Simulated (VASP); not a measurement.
Wanted: the native input for a VASP 6.6.1 run.

```
Task                   : single point
Functional             : revPBE
Potentials or basis    : VASP PAW PBE potentials, release 64 (Mn_pv)
Cutoff                 : 520 eV
k mesh                 : 15 × 15 × 15
Occupations            : fermi-dirac, width 0.1 eV
Spin                   : no spin polarisation
Dipole correction      : no
Further INCAR settings : ALGO = Normal; EDIFF = 1e-07; NBANDS = 12
```

The structure of Mn lies in POSCAR:

```
Mn
1.0
   -1.3994475500      1.3994475500      1.3994475500
    1.3994475500     -1.3994475500      1.3994475500
    1.3994475500      1.3994475500     -1.3994475500
Mn
1
Direct
    0.0000000000      0.0000000000      0.0000000000
```

This isn't the form of Mn at room conditions, which is a 58-atom cubic cell.

One way to write it, as run:

INCAR

```
SYSTEM = Mn
PREC = Accurate ; ENCUT = 520
EDIFF = 1E-7 ; ISMEAR = -1
SIGMA = 0.1 ; LREAL = .FALSE.
LASPH = .TRUE. ; NELM = 80
ALGO = Normal ; ISIF = 2
LWAVE = .FALSE. ; LCHARG = .TRUE.
GGA = RE ; LELF = .TRUE.
LVHAR = .TRUE. ; NBANDS = 12
```

KPOINTS

```
regular mesh
0
G
  15 15 15
  0 0 0
```

Potentials or basis: VASP PAW PBE potentials, release 64 (Mn_pv).

Launch:

```bash
$ cat potpaw_PBE.64/Mn_pv/POTCAR > POTCAR
$ mpirun -np 1 vasp_std > vasp.out
```

Results of the run:

```json
{"Pressure": "0.0 GPa", "Band gap on the k mesh": "zero (an odd number of electrons rules out a gap without spin polarisation)"}
```

Caveat: the PAW data sets were made with another functional, which shifts forces and pressure a little; the run has no spin polarisation, though such a crystal can be magnetic.

It took 14 s on 1 thread of Intel(R) Xeon(R) Platinum 8259CL CPU @ 2.50GHz (Skylake/Cascade Lake), on a shared host, peak memory 0.13 GiB.
